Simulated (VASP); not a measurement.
# Au3C in VASP: further runs

Au3C is run at these levels: PBE; tasks: single point.

All numbers are computed with VASP 6.6.1; they aren't measurements. Logs are shortened: lines on timing, memory, paths and dates and some standing lists are left out, and cuts for length are marked.

## 1. The cell of the first run

The cell holds a slab with vacuum, 4 atoms: a = 2.940 Å, b = 2.940 Å, c = 21.897 Å, α = 90.00°, β = 90.00°, γ = 120.00°.

## 2. Single point, PBE

INCAR

```
SYSTEM = Au3C
  PREC = Accurate
  ENCUT = 520
  EDIFF = 1E-7
  ISMEAR = 0
  SIGMA = 0.1
  LREAL = .False.
  LASPH = .True.
  NELM = 100
  ALGO = Normal
  ISIF = 2
  LWAVE = .False.
  LCHARG = .False.
  LDIPOL = .True.
  IDIPOL = 3
  DIPOL = 0.5 0.5 0.336
  GGA = PE
  NBANDS = 26
```

KPOINTS

```
regular mesh
0
Gamma
  9 9 1
  0 0 0
```

POSCAR

```
Au3C
1.0
    2.9402049748      0.0000000000      0.0000000000
   -1.4701024874      2.5462922005      0.0000000000
    0.0000000000      0.0000000000     21.8974947720
Au C
3 1
Direct
    0.6666666667      0.3333333333      0.1826692981
    0.3333333333      0.6666666667      0.2945190844
    0.0000000000      0.0000000000      0.4063247812
    0.5555555556     -0.5555555556      0.4606688974
```

Potentials or basis: VASP PAW PBE potentials, release 64 (Au, C).

The run is started by

```console
cat potpaw_PBE.64/Au/POTCAR potpaw_PBE.64/C/POTCAR > POTCAR
mpirun -np 1 vasp_std > vasp.out
```

OUTCAR:

```text
SYSTEM = Au3C
   PREC = Accurate
   ENCUT = 520
   EDIFF = 1E-7
   ISMEAR = 0
   LREAL = .False.
   LASPH = .True.
   NELM = 100
   ISIF = 2
   GGA = PE

 ion  position               nearest neighbor table
   1  0.667  0.333  0.183-   2 2.98   2 2.98   2 2.98
   2  0.333  0.667  0.295-   3 2.98   3 2.98   3 2.98   1 2.98   1 2.98   1 2.98
   3  0.000  0.000  0.406-   4 1.91   4 1.91   4 2.56   2 2.98   2 2.98   2 2.98
   4  0.556  0.444  0.461-   3 1.91   3 1.91   3 2.56

  LATTYP: Found a hexagonal cell.
 ALAT       =     2.9402049748
 C/A-ratio  =     7.4476082313

  Lattice vectors:

 A1 = (   2.9402049748,   0.0000000000,   0.0000000000)
 A2 = (  -1.4701024874,   2.5462922005,   0.0000000000)
 A3 = (   0.0000000000,   0.0000000000,  21.8974947720)

Analysis of symmetry for initial positions (statically):
=====================================================================
 Subroutine PRICEL returns:
 Original cell was already a primitive cell.

 Routine SETGRP: Setting up the symmetry group for a
 hexagonal supercell.

 Subroutine GETGRP returns: Found  2 space group operations
 (whereof  2 operations were pure point group operations)
 out of a pool of 24 trial point group operations.

The static configuration has the point symmetry C_1h.

Analysis of symmetry for dynamics (positions and initial velocities):
=====================================================================
 Subroutine PRICEL returns:
 Original cell was already a primitive cell.

 Routine SETGRP: Setting up the symmetry group for a
 hexagonal supercell.

 Subroutine GETGRP returns: Found  2 space group operations
 (whereof  2 operations were pure point group operations)
 out of a pool of 24 trial point group operations.

The dynamic configuration has the point symmetry C_1h.

 Subroutine INISYM returns: Found  2 space group operations
 (whereof  2 operations are pure point group operations),
 and found     1 'primitive' translations

----------------------------------------------------------------------------------------

                                     Primitive cell

  volume of cell :     163.9382

  direct lattice vectors                    reciprocal lattice vectors
     2.940204975  0.000000000  0.000000000     0.340112342  0.196363952  0.000000000
    -1.470102487  2.546292200  0.000000000     0.000000000  0.392727904  0.000000000
     0.000000000  0.000000000 21.897494772     0.000000000  0.000000000  0.045667325

  length of vectors
     2.940204975  2.940204975 21.897494772     0.392727904  0.392727904  0.045667325
[... 93 lines left out ...]
   TEBEG  =    0.0;   TEEND  =   0.0 temperature during run
   PSTRESS=    0.0 pullay stress
   NELECT =      37.0000    total number of electrons
   NUPDOWN=      -1.0000    fix difference up-down
   EMIN   =  10.00;   EMAX   =-10.00  energy-range for DOS
   EFERMI =   0.00;   METHOD = LEGACY
   ISMEAR =     0;   SIGMA  =   0.10  broadening in eV -4-tet -1-fermi 0-gaus
   EFERMI_NEDOS =   21; number of points for ismear=-14 and -15
   IALGO  =     38    algorithm
   IMIX   =      4    mixing-type and parameters
     AMIX     =   0.40;   BMIX     =  1.00
     AMIX_MAG =   1.60;   BMIX_MAG =  1.00
  volume/ion in A,a.u.               =      40.98       276.58
  Fermi-wavevector in a.u.,A,eV,Ry     =   0.996740  1.883566 13.517266  0.993491
  Thomas-Fermi vector in A             =   2.128849
   LORBIT       =      0    0 simple, 1 ext, 2 COOP (PROOUT), +10 PAW based schemes
   GGA     = PE    functional components
   LHFCALC =     F    Hartree Fock is set to
   AEXX    =    0.0000 exact exchange contribution
   IVDW    =     0    specifies the selected vdW correction
   LEPSILON=     F    determine dielectric tensor
   LRPA    =     F    only Hartree local field effects (RPA)
 non-spin polarized calculation
 Gauss-broadening in eV      SIGMA  =   0.10
  energy-cutoff  :      520.00
  volume of cell :      163.94
 maximum number of plane-waves:      4481
 NGX is ok and might be reduce to    24
   NGX = 11   NGY = 11   NGZ = 81

 dipolmoment           0.000000      0.000000     -0.000227 electrons x Angstroem

 number of electron      36.9999996 magnetization

 dipolmoment           0.000000      0.000000      0.043210 electrons x Angstroem

 Free energy of the ion-electron system (eV)
  ---------------------------------------------------
  ext. energy  EPLUGINS =         0.00000000
  ---------------------------------------------------
  free energy    TOTEN  =       -13.25223746 eV

  energy without entropy =      -13.24642864  energy(sigma->0) =      -13.24933305

 E-fermi :  -0.5627     XC(G=0):  -5.3190

 val. band max:       -0.5969725193   @ k =  -0.1111   0.4444   0.0000
 cond. band min:      -0.5342935194   @ k =  -0.2222   0.2222   0.0000
 fundamental gap:      0.0626790000
 Fermi energy:        -0.5626927728

 k-point     1 :       0.0000    0.0000    0.0000
  band No.  band energies     occupation
      1     -14.4754      2.00000
      2      -8.7413      2.00000
      3      -8.2838      2.00000
      4      -7.8622      2.00000
      5      -7.4015      2.00000
      6      -7.0424      2.00000
[... 685 lines left out ...]
     25       6.5772      0.00000
     26       7.9936      0.00000

 [... further k-points ...]

------------------------ aborting loop because EDIFF is reached ----------------------------------------

 vacuum level on the upper side and lower side of the slab       (xc-potential included)         0.445        -0.561

  FORCE on cell =-STRESS in cart. coord.  units (eV):
  Direction    XX          YY          ZZ          XY          YZ          ZX
  --------------------------------------------------------------------------------------
  -------------------------------------------------------------------------------------
  Total        3.6241949      6.4606304      2.5120722      2.4564252     -0.5912107      1.0240028
  in kB       35.4194529     63.1400906     24.5506172     24.0067764     -5.7779346     10.0076344
  external PRESSURE =      41.0367202 kB  Pullay stress =       0.0000000 kB

 VOLUME and BASIS-vectors are now :
 -----------------------------------------------------------------------------
  energy-cutoff  :      520.00
  volume of cell :      163.94
      direct lattice vectors                 reciprocal lattice vectors
     2.940204975  0.000000000  0.000000000     0.340112342  0.196363952  0.000000000
    -1.470102487  2.546292200  0.000000000     0.000000000  0.392727904  0.000000000
     0.000000000  0.000000000 21.897494772     0.000000000  0.000000000  0.045667325

 POSITION                                       TOTAL-FORCE (eV/Angst)
 -----------------------------------------------------------------------------------
      1.47010      0.84876      4.00000         0.005920     -0.003418      0.082997
     -0.00000      1.69753      6.44923         0.076306     -0.044055     -0.099124
      0.00000      0.00000      8.89749        -1.123975      0.648927     -2.267719
      0.98007      1.13169     10.08749         1.041749     -0.601454      2.283846
 -----------------------------------------------------------------------------------
    total drift:                                0.000165     -0.000095     -0.000145

  FREE ENERGIE OF THE ION-ELECTRON SYSTEM (eV)
  ---------------------------------------------------
  free  energy   TOTEN  =       -13.2522374613 eV

  energy  without entropy=      -13.2464286399  energy(sigma->0) =      -13.24933305

 vacuum level on the upper side and lower side of the slab         5.900         4.859
```

OSZICAR:

```text
N       E                     dE             d eps       ncg     rms          rms(c)
DAV:   1     0.235231707427E+03    0.23523E+03   -0.16135E+04  1300   0.118E+03
DAV:   2    -0.419282423313E+01   -0.23942E+03   -0.22677E+03  1530   0.250E+02
DAV:   3    -0.163079245931E+02   -0.12115E+02   -0.11788E+02  1526   0.544E+01
[... 49 lines left out ...]
DAV:  53    -0.132522356298E+02   -0.12026E-05   -0.10463E-07  1068   0.194E-03    0.199E-03
DAV:  54    -0.132522362286E+02   -0.59878E-06   -0.10277E-07   992   0.156E-03    0.145E-03
DAV:  55    -0.132522371160E+02   -0.88741E-06   -0.22519E-07  1028   0.168E-03    0.727E-04
DAV:  56    -0.132522374345E+02   -0.31857E-06   -0.27090E-08   996   0.701E-04    0.460E-04
DAV:  57    -0.132522374613E+02   -0.26770E-07   -0.14097E-08  1012   0.631E-04
   1 F= -.13252237E+02 E0= -.13249333E+02  d E =-.580882E-02
```

stdout:

```text
POSCAR found type information on POSCAR AuC
 POSCAR found :  2 types and       4 ions
 scaLAPACK will be used
 LDA part: xc-table for (Slater+PW92), standard interpolation
 POSCAR, INCAR and KPOINTS ok, starting setup
 FFT: planning ... GRIDC
 FFT: planning ... GRID_SOFT
 FFT: planning ... GRID
 WAVECAR not read
 entering main loop
```

Wall time 7.4 min (1 thread of Intel Xeon Platinum 8259CL at 2.50GHz (Skylake/Cascade Lake), shared host); peak memory 0.34 GiB.

Results:

- Free energy: -13.2522 eV
- Largest force: 2.613 eV/Å

Forces in eV/Å, atoms in the order of the input:
```
Au   0.006 -0.003  0.083
Au   0.076 -0.044 -0.099
Au  -1.124  0.649 -2.268
C    1.042 -0.601  2.284
```

Levels at points of the mesh, in eV from the Fermi level:
```csv
k point,band 15,band 16,band 17,band 18,band 19,band 20,band 21,band 22,band 23,band 24
"(0.00, 0.00, 0.00)",-2.68,-2.67,-1.91,-1.90,-0.80,0.68,1.77,3.88,4.82,5.78
```

Caveat: spin-orbit coupling is left out, which moves the levels of the heavy elements.

## 3. Single point, PBE

INCAR

```
PREC = Accurate
ENCUT = 520
EDIFF = 1E-6
ISMEAR = 0
SIGMA = 0.1
LREAL = False
LASPH = True
NELM = 100
ALGO = Normal
ISIF = 2
LWAVE = False
LCHARG = False
LDIPOL = True
IDIPOL = 3
DIPOL = 0.5 0.5 0.344
GGA = PE
NBANDS = 26
```

KPOINTS

```
Automatic mesh
0
Gamma
  9 9 1
```

Edit POSCAR of step 2 so:

```diff
@@ -11,2 +11,2 @@
     0.0000000000      0.0000000000      0.4063247812
-    0.5555555556     -0.5555555556      0.4606688974
+    0.5555555556     -0.5555555556      0.4935493710
```

Potentials or basis: VASP PAW PBE potentials, release 64 (Au, C).

The run is started by

```console
cat potpaw_PBE.64/Au/POTCAR potpaw_PBE.64/C/POTCAR > POTCAR
mpirun -np 1 vasp_std > vasp.out
```

Wall time 2.9 min (1 thread of Intel Xeon Platinum 8259CL at 2.50GHz (Skylake/Cascade Lake), shared host); peak memory 0.34 GiB.

Results (log left out):

```
Free energy   : -12.9171 eV
Largest force : 1.607 eV/Å
```

Forces in eV/Å, atoms in the order of the input:
```
Au   0.003 -0.002  0.067
Au   0.031 -0.018  0.080
Au  -0.012  0.007  1.460
C   -0.022  0.013 -1.607
```

Levels at points of the mesh, in eV from the Fermi level:
```
           k point  band 15  band 16  band 17  band 18  band 19  band 20  band 21  band 22  band 23  band 24
(0.00, 0.00, 0.00)    -2.63    -2.58    -1.97    -1.94    -1.90    -0.20     2.46     2.65     4.03     5.30
```

Caveat: spin-orbit coupling is left out, which moves the levels of the heavy elements.

## 4. Single point, PBE

INCAR

```
SYSTEM = Au3C
PREC = Accurate ; ENCUT = 520
EDIFF = 1E-7 ; ISMEAR = 0
SIGMA = 0.1 ; LREAL = .False.
LASPH = .True. ; NELM = 100
ALGO = Normal ; ISIF = 2
LWAVE = .False. ; LCHARG = .False.
LDIPOL = .True. ; IDIPOL = 3
DIPOL = 0.5 0.5 0.340 ; GGA = PE
NBANDS = 26
```

KPOINTS

```
regular mesh
0
Gamma
  9 9 1
  0 0 0
```

Edit POSCAR of step 3 so:

```diff
@@ -11,2 +11,2 @@
     0.0000000000      0.0000000000      0.4063247812
-    0.5555555556     -0.5555555556      0.4935493710
+    0.2222222222     -0.2222222222      0.4771091342
```

Potentials or basis: VASP PAW PBE potentials, release 64 (Au, C).

The run is started by

```console
cat potpaw_PBE.64/Au/POTCAR potpaw_PBE.64/C/POTCAR > POTCAR
mpirun -np 1 vasp_std > vasp.out
```

OUTCAR:

```text
SYSTEM = Au3C
   PREC = Accurate
   ENCUT = 520
   EDIFF = 1E-7
   ISMEAR = 0
   LREAL = .False.
   LASPH = .True.
   NELM = 100
   ISIF = 2
   GGA = PE

 ion  position               nearest neighbor table
   1  0.667  0.333  0.183-   2 2.98   2 2.98   2 2.98
   2  0.333  0.667  0.295-   3 2.98   3 2.98   3 2.98   1 2.98   1 2.98   1 2.98
   3  0.000  0.000  0.406-   4 1.92   4 2.56   4 2.56   2 2.98   2 2.98   2 2.98
   4  0.222  0.778  0.477-   3 1.92   3 2.56   3 2.56

  LATTYP: Found a hexagonal cell.
 ALAT       =     2.9402049748
[... 902 lines left out ...]
  -------------------------------------------------------------------------------------
  Total        0.5658077     -0.7035553      0.9594093     -1.0993006     -1.1081276      1.9193379
  in kB        5.5296695     -6.8758838      9.3763589    -10.7435243    -10.8297913     18.7577932
  external PRESSURE =       2.6767149 kB  Pullay stress =       0.0000000 kB

 VOLUME and BASIS-vectors are now :
 -----------------------------------------------------------------------------
  energy-cutoff  :      520.00
  volume of cell :      163.94
      direct lattice vectors                 reciprocal lattice vectors
     2.940204975  0.000000000  0.000000000     0.340112342  0.196363952  0.000000000
    -1.470102487  2.546292200  0.000000000     0.000000000  0.392727904  0.000000000
     0.000000000  0.000000000 21.897494772     0.000000000  0.000000000  0.045667325

 POSITION                                       TOTAL-FORCE (eV/Angst)
 -----------------------------------------------------------------------------------
      1.47010      0.84876      4.00000        -0.000079      0.000046     -0.001066
     -0.00000      1.69753      6.44923        -0.025705      0.014841     -0.032932
      0.00000      0.00000      8.89749        -1.171608      0.676428     -0.556297
     -0.49003      1.98045     10.44749         1.197391     -0.691314      0.590296
 -----------------------------------------------------------------------------------
    total drift:                               -0.000051      0.000029      0.000063

  FREE ENERGIE OF THE ION-ELECTRON SYSTEM (eV)
  ---------------------------------------------------
  free  energy   TOTEN  =       -13.1634772538 eV

  energy  without entropy=      -13.1478489202  energy(sigma->0) =      -13.15566309

 vacuum level on the upper side and lower side of the slab         5.955         4.771
```

stdout:

```text
POSCAR found type information on POSCAR AuC
 POSCAR found :  2 types and       4 ions
 scaLAPACK will be used
 LDA part: xc-table for (Slater+PW92), standard interpolation
 POSCAR, INCAR and KPOINTS ok, starting setup
 FFT: planning ... GRIDC
 FFT: planning ... GRID_SOFT
 FFT: planning ... GRID
 WAVECAR not read
 entering main loop
```

It took 91 s on 1 thread of Intel Xeon 6975P-C (Granite Rapids), shared host; peak memory 0.34 GiB.

What came out:

```
Free energy   : -13.1635 eV
Largest force : 1.503 eV/Å
```

Forces in eV/Å, atoms in the order of the input:
```
Au   0.000  0.000 -0.001
Au  -0.026  0.015 -0.033
Au  -1.172  0.676 -0.556
C    1.197 -0.691  0.590
```

Caveat: spin-orbit coupling is left out, which moves the levels of the heavy elements.

[end of part 1 of 2]
